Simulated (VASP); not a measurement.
Write the native input for VASP 6.6.1 that does the following.

```yaml
Task: electric field gradients
Functional: r2SCAN
Potentials_or_basis: VASP PAW PBE potentials, release 64 (Ti_sv, Ni)
Cutoff: 520 eV
k_mesh: 14 × 14 × 14
Occupations: fermi-dirac, width 0.05 eV
Spin: no spin polarisation
Dipole_correction: no
Further_INCAR_settings: ALGO = Normal; EDIFF = 1e-08; NBANDS = 18
```

The system is TiNi.

```
Ti Ni
1.0
     3.01765    0.00000    0.00000
     0.00000    3.01765    0.00000
     0.00000    0.00000    3.01765
Ti Ni
1 1
Direct
  0.50000 0.50000 0.50000
  0.00000 0.00000 0.00000
```

The input as run:

POSCAR

```
TiNi
1.0
    3.0176528673      0.0000000000      0.0000000000
    0.0000000000      3.0176528673      0.0000000000
    0.0000000000      0.0000000000      3.0176528673
Ti Ni
1 1
Direct
    0.5000000000      0.5000000000      0.5000000000
    0.0000000000      0.0000000000      0.0000000000
```

INCAR.step1

```
PREC = Accurate
ENCUT = 520
ISMEAR = -1
SIGMA = 0.05
LREAL = False
LASPH = True
NELM = 100
NBANDS = 18
GGA = PE
ALGO = Normal
EDIFF = 1E-4
LWAVE = True
LCHARG = False
```

INCAR.step2

```
PREC = Accurate
ENCUT = 520
EDIFF = 1E-8
ISMEAR = -1
SIGMA = 0.05
LREAL = False
LASPH = True
NELM = 100
ALGO = Normal
ISIF = 2
LWAVE = False
LCHARG = False
METAGGA = R2SCAN
LMIXTAU = True
LEFG = True
NBANDS = 18
ISTART = 1
```

KPOINTS

```
Automatic mesh
0
Gamma
  14 14 14
```

Potentials or basis: VASP PAW PBE potentials, release 64 (Ti_sv, Ni).

The run is started by

```bash
$ cat potpaw_PBE.64/Ti_sv/POTCAR potpaw_PBE.64/Ni/POTCAR > POTCAR
$ cp INCAR.step1 INCAR
$ mpirun -np 1 vasp_std > vasp.out
$ cp INCAR.step2 INCAR
$ mpirun -np 1 vasp_std > vasp.out
```

Results of the run:

```json
{"Pressure": "-4.2 GPa", "Band gap on the k mesh": "zero (bands 11 and 12 overlap by 1.78 eV)", "Largest electric field gradient by atom": "under 0.05 V/Å² on every atom"}
```

Caveat: the cell stands under tension; the PAW data sets were made with another functional, which shifts forces and pressure a little.

It took 3.1 min on 1 thread of Intel(R) Xeon(R) Platinum 8259CL CPU @ 2.50GHz (Skylake/Cascade Lake), with other jobs on the host, peak memory 0.19 GiB.
